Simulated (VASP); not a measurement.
# GaP (zinc blende type) (F-43m) in VASP: notebook

The runs below take GaP (zinc blende type) through single point, with HSE06.

All numbers are computed with VASP 6.6.1; they aren't measurements. Logs are shortened: lines on timing, memory, paths and dates and some standing lists are left out, and cuts for length are marked.

## Step 1: The cell of the first run

It takes space group F-43m (No. 216, cubic). Conventional cell: a = 5.528 Å, b = 5.528 Å, c = 5.528 Å, α = 90.00°, β = 90.00°, γ = 90.00°. Within 3.2 Å of Ga (site symmetry -43m) lie 4 P at 2.39 Å. Within 3.2 Å of P (site symmetry -43m) lie 4 Ga at 2.39 Å.

## Step 2: Single point, HSE06

Contents of POSCAR:

```
GaP
1.0
    0.0000000000      2.7641528912      2.7641528912
    2.7641528912      0.0000000000      2.7641528912
    2.7641528912      2.7641528912      0.0000000000
Ga P
1 1
Direct
    0.0000000000      0.0000000000      0.0000000000
    0.2500000000      0.2500000000      0.2500000000
```

Contents of INCAR.step1:

```
PREC = Accurate
ENCUT = 520
EDIFF = 1E-5
ISMEAR = -1
SIGMA = 0.05
LREAL = False
LASPH = True
NELM = 100
ALGO = Normal
ISIF = 2
LWAVE = True
LCHARG = False
NBANDS = 16
GGA = PE
```

Contents of INCAR.step2:

```
PREC = Accurate
ENCUT = 520
EDIFF = 1E-7
ISMEAR = -1
SIGMA = 0.05
LREAL = False
LASPH = True
NELM = 100
ALGO = Normal
ISIF = 2
LWAVE = False
LCHARG = False
GGA = PE
LHFCALC = True
HFSCREEN = 0.2079
PRECFOCK = Normal
NBANDS = 16
ISTART = 1
```

Contents of KPOINTS:

```
regular mesh
0
Gamma
  4 4 4
```

Potentials or basis: VASP PAW PBE potentials, release 64 (Ga_d, P).

Launch:

```sh
$ cat potpaw_PBE.64/Ga_d/POTCAR potpaw_PBE.64/P/POTCAR > POTCAR
$ cp INCAR.step1 INCAR
$ mpirun -np 1 vasp_std > vasp.out
$ cp INCAR.step2 INCAR
$ mpirun -np 1 vasp_std > vasp.out
```

OUTCAR:

```text
PREC = Accurate
   ENCUT = 520
   EDIFF = 1E-7
   ISMEAR = -1
   LREAL = False
   LASPH = True
   NELM = 100
   ISIF = 2
   GGA = PE
   LHFCALC = True
   HFSCREEN = 0.2079
   PRECFOCK = Normal
   ISTART = 1

 ion  position               nearest neighbor table
   1  0.000  0.000  0.000-   2 2.39   2 2.39   2 2.39   2 2.39
   2  0.250  0.250  0.250-   1 2.39   1 2.39   1 2.39   1 2.39

  LATTYP: Found a face centered cubic cell.
 ALAT       =     5.5283057824

  Lattice vectors:

 A1 = (   0.0000000000,   2.7641528912,   2.7641528912)
 A2 = (   2.7641528912,   0.0000000000,   2.7641528912)
 A3 = (   2.7641528912,   2.7641528912,   0.0000000000)

Analysis of symmetry for initial positions (statically):
=====================================================================
 Subroutine PRICEL returns:
 Original cell was already a primitive cell.

 Routine SETGRP: Setting up the symmetry group for a
 face centered cubic supercell.

 Subroutine GETGRP returns: Found 24 space group operations
 (whereof 24 operations were pure point group operations)
 out of a pool of 48 trial point group operations.

The static configuration has the point symmetry T_d .

Analysis of symmetry for dynamics (positions and initial velocities):
=====================================================================
 Subroutine PRICEL returns:
 Original cell was already a primitive cell.

 Routine SETGRP: Setting up the symmetry group for a
 face centered cubic supercell.

 Subroutine GETGRP returns: Found 24 space group operations
 (whereof 24 operations were pure point group operations)
 out of a pool of 48 trial point group operations.

The dynamic configuration has the point symmetry T_d .

 Subroutine INISYM returns: Found 24 space group operations
 (whereof 24 operations are pure point group operations),
 and found     1 'primitive' translations

----------------------------------------------------------------------------------------

                                     Primitive cell

  volume of cell :      42.2392

  direct lattice vectors                    reciprocal lattice vectors
[... 72 lines left out ...]
   EDIFFG = 0.1E-05   stopping-criterion for IOM
   NSW    =      0    number of steps for IOM
   IBRION =     -1    ionic relax: 0-MD 1-quasi-New 2-CG
   NFREE  =      0    steps in history (QN), initial steepest desc. (CG)
   ISIF   =      2    stress and relaxation
   ISYM   =      3    0-nonsym 1-usesym 2-fastsym
   POTIM  = 0.5000    time-step for ionic-motion
   TEBEG  =    0.0;   TEEND  =   0.0 temperature during run
   PSTRESS=    0.0 pullay stress
   NELECT =      18.0000    total number of electrons
   NUPDOWN=      -1.0000    fix difference up-down
   EMIN   =  10.00;   EMAX   =-10.00  energy-range for DOS
   EFERMI =   0.00;   METHOD = LEGACY
   ISMEAR =    -1;   SIGMA  =   0.05  broadening in eV -4-tet -1-fermi 0-gaus
   EFERMI_NEDOS =   21; number of points for ismear=-14 and -15
   IALGO  =     38    algorithm
   IMIX   =      1    mixing-type and parameters
     AMIX     =   0.40;   BMIX     =  1.00
     AMIX_MAG =   1.60;   BMIX_MAG =  1.00
  volume/ion in A,a.u.               =      21.12       142.52
  Fermi-wavevector in a.u.,A,eV,Ry     =   1.231951  2.328051 20.649623  1.517704
  Thomas-Fermi vector in A             =   2.366741
   LORBIT       =      0    0 simple, 1 ext, 2 COOP (PROOUT), +10 PAW based schemes
   GGA     = PE    functional components
   LHFCALC =     T    Hartree Fock is set to
   PRECFOCK=normal    Normal, Fast or Accurate (Low or Medium for compatibility)
   ENCUT4O =  -1.0   cutoff for four orbital integrals eV
   NKREDX  =     1    reduce k-point grid by
   NKREDY  =     1    reduce k-point grid by
   NKREDZ  =     1    reduce k-point grid by
   AEXX    =    0.2500 exact exchange contribution
   HFSCREEN=    0.2079 screening length (either q_TF or 0.3 A-1)
   HFSCREENC=   0.2079 screening length for correlation (either q_TF or 0.3 A-1)
   ENCUTFOCK=  -1.0 apply spherical cutoff to Coloumb kernel
   IVDW    =     0    specifies the selected vdW correction
   LEPSILON=     F    determine dielectric tensor
   LRPA    =     F    only Hartree local field effects (RPA)
 non-spin polarized calculation
  energy-cutoff  :      520.00
  volume of cell :       42.24
 maximum number of plane-waves:      1158
 NGX is ok and might be reduce to    30
  NGX = 24; NGY = 24; NGZ = 24

 number of electron      18.0000009 magnetization

 Free energy of the ion-electron system (eV)
  ---------------------------------------------------
  ext. energy  EPLUGINS =         0.00000000
  ---------------------------------------------------
  free energy    TOTEN  =       -10.65807794 eV

  energy without entropy =      -10.65807794  energy(sigma->0) =      -10.65807794

 E-fermi :   4.9333     XC(G=0):  -7.9908

 val. band max:        3.8107870407   @ k =   0.0000   0.0000   0.0000
 cond. band min:       6.1979010561   @ k =   0.5000   0.0000   0.0000
 fundamental gap:      2.3871140154
 Fermi energy:         4.9332875560

 k-point     1 :       0.0000    0.0000    0.0000
  band No.  band energies     occupation
      1     -13.2164      2.00000
      2     -13.2164      2.00000
      3     -13.2164      2.00000
      4     -13.1270      2.00000
      5     -13.1270      2.00000
      6      -9.6182      2.00000
[... 129 lines left out ...]
      3     -13.1677      2.00000
      4     -13.1393      2.00000
      5     -13.1203      2.00000
      6      -6.5310      2.00000
[... 8 lines left out ...]
     15      16.8854      0.00000
     16      18.7030      0.00000

------------------------ aborting loop because EDIFF is reached ----------------------------------------

  FORCE on cell =-STRESS in cart. coord.  units (eV):
  Direction    XX          YY          ZZ          XY          YZ          ZX
  --------------------------------------------------------------------------------------
  -------------------------------------------------------------------------------------
  Total       -0.6889444     -0.6889444     -0.6889444      0.0000000      0.0000000     -0.0000000
  in kB      -26.1323569    -26.1323569    -26.1323569      0.0000000      0.0000000     -0.0000000
  external PRESSURE =     -26.1323569 kB  Pullay stress =       0.0000000 kB

 VOLUME and BASIS-vectors are now :
 -----------------------------------------------------------------------------
  energy-cutoff  :      520.00
  volume of cell :       42.24
      direct lattice vectors                 reciprocal lattice vectors
     0.000000000  2.764152891  2.764152891    -0.180887245  0.180887245  0.180887245
     2.764152891  0.000000000  2.764152891     0.180887245 -0.180887245  0.180887245
     2.764152891  2.764152891  0.000000000     0.180887245  0.180887245 -0.180887245

 POSITION                                       TOTAL-FORCE (eV/Angst)
 -----------------------------------------------------------------------------------
      0.00000      0.00000      0.00000        -0.000000     -0.000000     -0.000000
      1.38208      1.38208      1.38208         0.000000      0.000000      0.000000
 -----------------------------------------------------------------------------------
    total drift:                                0.000000     -0.000015     -0.000005

  FREE ENERGIE OF THE ION-ELECTRON SYSTEM (eV)
  ---------------------------------------------------
  free  energy   TOTEN  =       -10.6580779374 eV

  energy  without entropy=      -10.6580779373  energy(sigma->0) =      -10.65807794
```

OUTCAR.step1:

```text
PREC = Accurate
   ENCUT = 520
   EDIFF = 1E-5
   ISMEAR = -1
   LREAL = False
[... 355 lines left out ...]
      0.00000      0.00000      0.00000         0.000000      0.000000      0.000000
      1.38208      1.38208      1.38208        -0.000000     -0.000000     -0.000000
 -----------------------------------------------------------------------------------
    total drift:                                0.000002      0.000002      0.000002

  FREE ENERGIE OF THE ION-ELECTRON SYSTEM (eV)
  ---------------------------------------------------
  free  energy   TOTEN  =        -8.9882279958 eV

  energy  without entropy=       -8.9882279399  energy(sigma->0) =       -8.98822797
```

Wall time 12 min (1 thread of Intel Xeon Platinum 8375C at 2.90GHz (Ice Lake), shared host); peak memory 0.27 GiB.

Results:

* Free energy: -10.6581 eV
* Pressure: -2.6 GPa
* Band gap on the k mesh: 2.39 eV, indirect (least direct gap 2.45 eV)

Caveat: the k points lie up to 0.49 Å⁻¹ apart; the PAW data sets were made with another functional, which shifts forces and pressure a little. A k mesh can miss the band edges.

## Step 3: Single point, HSE06

This run uses another cell than the first one, of 21.75 Å³/atom, 1.030 times its volume.

Contents of POSCAR:

```
GaP
1.0
    0.0000000000      2.7912541575      2.7912541575
    2.7912541575      0.0000000000      2.7912541575
    2.7912541575      2.7912541575      0.0000000000
Ga P
1 1
Direct
    0.0000000000      0.0000000000      0.0000000000
    0.2500000000      0.2500000000      0.2500000000
```

Contents of INCAR.step1:

```
SYSTEM = GaP
ALGO = Normal
EDIFF = 1E-5
ENCUT = 520
GGA = PE
ISIF = 2
ISMEAR = -1
LASPH = .TRUE.
LCHARG = .FALSE.
LREAL = .FALSE.
LWAVE = .TRUE.
NBANDS = 16
NELM = 100
PREC = Accurate
SIGMA = 0.05
```

Contents of INCAR.step2:

```
SYSTEM = GaP
ALGO = Normal
EDIFF = 1E-6
ENCUT = 520
GGA = PE
HFSCREEN = 0.2079
ISIF = 2
ISMEAR = -1
ISTART = 1
LASPH = .TRUE.
LCHARG = .FALSE.
LHFCALC = .TRUE.
LREAL = .FALSE.
LWAVE = .FALSE.
NBANDS = 16
NELM = 100
PREC = Accurate
PRECFOCK = Normal
SIGMA = 0.05
```

Contents of KPOINTS:

```
k-points
0
G
  4 4 4
  0 0 0
```

Potentials or basis: VASP PAW PBE potentials, release 64 (Ga_d, P).

Launch:

```sh
$ cat potpaw_PBE.64/Ga_d/POTCAR potpaw_PBE.64/P/POTCAR > POTCAR
$ cp INCAR.step1 INCAR
$ mpirun -np 1 vasp_std > vasp.out
$ cp INCAR.step2 INCAR
$ mpirun -np 1 vasp_std > vasp.out
```

Run time: 8.9 min. Hardware: 1 thread of Intel Xeon Platinum 8375C at 2.90GHz (Ice Lake), shared host; peak memory 0.27 GiB.

Results (log left out):

- Free energy: -10.6293 eV
- Pressure: -4.7 GPa
- Band gap on the k mesh: 2.19 eV, direct

Levels at points of the mesh, in eV from the valence-band top:
```tsv
k point	band 6	band 7	band 8	band 9	band 10	band 11	band 12	band 13
(0.00, 0.00, 0.00)	-13.21	0.00	0.00	0.00	2.19	4.77	4.77	4.77
(0.50, 0.00, 0.00)	-11.22	-6.80	-1.10	-1.10	2.28	5.62	5.62	9.11
(0.50, 0.50, 0.00)	-10.34	-6.97	-2.67	-2.67	2.44	2.63	11.48	11.48
```

Caveat: the k points lie up to 0.49 Å⁻¹ apart; the PAW data sets were made with another functional, which shifts forces and pressure a little.

## Step 4: Single point, HSE06

This run uses another cell than the first one, of 21.75 Å³/atom, 1.030 times its volume.

POSCAR is that of step 3.

Contents of INCAR.step1:

```
ALGO     = Normal         # electronic algorithm
EDIFF    = 1E-5           # SCF threshold, eV
ENCUT    = 520            # plane-wave cutoff, eV
GGA      = PE             # functional
ISIF     = 2              # what is computed and relaxed
ISMEAR   = -1             # smearing method
LASPH    = T              # aspherical terms in the spheres
LREAL    = F              # projectors in reciprocal space
LWAVE    = T              # write WAVECAR
NBANDS   = 16             # bands
NELM     = 80             # most SCF steps
PREC     = Accurate       # precision mode
SIGMA    = 0.05           # smearing width, eV
```

Contents of INCAR.step2:

```
ALGO     = Normal         # electronic algorithm
EDIFF    = 1E-6           # SCF threshold, eV
ENCUT    = 520            # plane-wave cutoff, eV
GGA      = PE             # functional
HFSCREEN = 0.2079         # screening, 1/A
ISIF     = 2              # what is computed and relaxed
ISMEAR   = -1             # smearing method
ISTART   = 1            
LASPH    = T              # aspherical terms in the spheres
LCHARG   = T              # write CHGCAR
LELF     = T              # ELF
LHFCALC  = T              # exact exchange
LREAL    = F              # projectors in reciprocal space
LVHAR    = T            
LWAVE    = F              # write WAVECAR
NBANDS   = 16             # bands
NELM     = 80             # most SCF steps
PREC     = Accurate       # precision mode
PRECFOCK = Normal       
SIGMA    = 0.05           # smearing width, eV
```

Contents of KPOINTS:

```
k-points
0
Gamma
  4 4 4
```

Launch:

```sh
$ cat potpaw_PBE.64/Ga_d/POTCAR potpaw_PBE.64/P/POTCAR > POTCAR
$ cp INCAR.step1 INCAR
$ mpirun -np 1 vasp_std > vasp.out
$ cp INCAR.step2 INCAR
$ mpirun -np 1 vasp_std > vasp.out
```

Run time: 10 min. Hardware: 1 thread of Intel Xeon Platinum 8375C at 2.90GHz (Ice Lake), shared host; peak memory 0.27 GiB.

Results (log left out):

```yaml
Free_energy: -10.6293 eV
Pressure: -4.7 GPa
Band_gap_on_the_k_mesh: 2.19 eV, direct
```

Levels at points of the mesh, in eV from the valence-band top:
| k point | band 5 | band 6 | band 7 | band 8 | band 9 | band 10 | band 11 | band 12 | band 13 | band 14 |
| --- | --- | --- | --- | --- | --- | --- | --- | --- | --- | --- |
| (0.00, 0.00, 0.00) | -16.92 | -13.21 | 0.00 | 0.00 | 0.00 | 2.19 | 4.77 | 4.77 | 4.77 | 9.53 |
| (0.50, 0.00, 0.00) | -16.92 | -11.22 | -6.80 | -1.10 | -1.10 | 2.28 | 5.62 | 5.62 | 9.11 | 11.62 |
| (0.50, 0.50, 0.00) | -16.91 | -10.34 | -6.97 | -2.67 | -2.67 | 2.44 | 2.63 | 11.48 | 11.48 | 11.90 |

Caveat: the k points lie up to 0.49 Å⁻¹ apart; the PAW data sets were made with another functional, which shifts forces and pressure a little.
